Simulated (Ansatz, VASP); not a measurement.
**W2CSe2 in VASP and in Ansatz**

```
W Se C
1.0
     3.35315    0.00000    0.00000
    -1.67658    2.90391    0.00000
     0.00000    0.00000    8.95166
W Se C
2 2 1
Direct
  0.33333 0.66667 0.11170
  0.66667 0.33333 0.88830
  0.33333 0.66667 0.69329
  0.66667 0.33333 0.30671
  0.00000 0.00000 0.00000
```

Alike in both runs: functional r2SCAN; k mesh 6 × 6 × 2; occupations fermi-dirac, width 0.0399 eV; no spin polarisation.

Ansatz relaxed the structure, and its values are those at the end. VASP's run is a single point on that final structure, the one shown.

|  | VASP | Ansatz |
| --- | --- | --- |
| version | VASP 6.6.1 | Ansatz 0.2.0 |
| potentials or method | VASP PAW PBE potentials, release 64 (W_sv, Se, C), cutoff 520 eV | PAW plane waves |
| valence electrons in the cell | 44 | 64 |

VASP gave:

- gap on the k mesh at the Fermi level (eV): none
- pressure (GPa): 0.7
- rms of the force components (eV/Å): 0.031

Which values does Ansatz return?

gap on the k mesh at the Fermi level (eV): none; pressure (GPa): 0.0; rms of the force components (eV/Å): 0.000.

VASP's potentials were made for PBE, not for r2SCAN. A gap of «none» marks a metal or a gap that the smearing closes. With one functional, cell and mesh, what is left measures potentials, basis and numerics. VASP's potentials hold 44 valence electrons a cell and Ansatz's 64, so a difference there can come from the potentials and not from the codes. Ansatz's warnings: structure snapped to symmetry.

The k mesh is coarse, so the values compare programs but aren't converged. Neither program's run includes spin-orbit coupling.
